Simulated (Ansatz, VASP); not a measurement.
# Pd in VASP and in Ansatz

```xyz
1
Lattice="2.6952 0.0000 0.0000 -1.3476 2.3341 0.0000 0.0000 0.0000 2.6410" Properties=species:S:1:pos:R:3 pbc="T T T"
Pd    0.0000    0.0000    0.0000
```

Change from the starting cell: volume scaled by 1, crystal datasets.

Alike in both runs: task single point; functional PBE; k mesh 16 × 16 × 15; occupations fermi-dirac, width 0.08 eV; no spin polarisation.

```csv
,VASP,Ansatz
version,VASP 6.6.1,Ansatz 0.2.0
potentials or method,"VASP PAW PBE potentials, release 64 (Pd), cutoff 520 eV","all-electron PAW with datasets made for the crystal, scalar-relativistic"
```

VASP gave:

```
pressure (GPa)                                                : -0.3
traceless stress, the component that is largest in VASP (GPa) : -0.07
```

Q: Which values does Ansatz return?

A: Pressure (GPa): -0.1; traceless stress, the component that is largest in VASP (GPa): 0.04.

Ansatz ran all-electron here, and VASP with PAW potentials.
